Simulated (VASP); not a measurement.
Set up this calculation in VASP 6.6.1, as the native input.

```yaml
Task: single point
Functional: PBE
Potentials_or_basis: VASP PAW PBE potentials, release 64 (Pd)
Cutoff: 520 eV
k_mesh: 12 × 12 × 12
Occupations: fermi-dirac, width 0.08 eV
Spin: no spin polarisation
Dipole_correction: no
Further_INCAR_settings: ALGO = Normal; EDIFF = 1e-07; NBANDS = 17
```

The structure of Pd lies in POSCAR:

```
Pd
1.0
    0.0000000000      2.8960236987      2.8960236987
    2.8960236987      0.0000000000      2.8960236987
    2.8960236987      2.8960236987      0.0000000000
Pd
2
Direct
   -0.1250000000     -0.1250000000     -0.1250000000
    0.1250000000      0.1250000000      0.1250000000
```

This isn't the form of Pd at room conditions, which is fcc.

These files were run (other wordings do the same):

INCAR

```
ALGO     = Normal         # electronic algorithm
EDIFF    = 1E-7           # SCF threshold, eV
ENCUT    = 520            # plane-wave cutoff, eV
GGA      = PE             # functional
ISIF     = 2              # what is computed and relaxed
ISMEAR   = -1             # smearing method
LASPH    = T              # aspherical terms in the spheres
LCHARG   = T              # write CHGCAR
LELF     = T              # ELF
LREAL    = F              # projectors in reciprocal space
LVHAR    = T            
LWAVE    = F              # write WAVECAR
NBANDS   = 17             # bands
NELM     = 100            # most SCF steps
PREC     = Accurate       # precision mode
SIGMA    = 0.08           # smearing width, eV
```

KPOINTS

```
k-points
0
Gamma
  12 12 12
```

Potentials or basis: VASP PAW PBE potentials, release 64 (Pd).

The run is started by

```console
$ cat potpaw_PBE.64/Pd/POTCAR > POTCAR
$ mpirun -np 1 vasp_std > vasp.out
```

It gave:

The pressure is 0.3 GPa. The band gap on the k mesh is zero (bands 10 and 11 overlap by 0.38 eV).

Run time: 62 s on 1 thread of Intel Xeon 8259CL (shared host), peak memory 0.2 GiB.
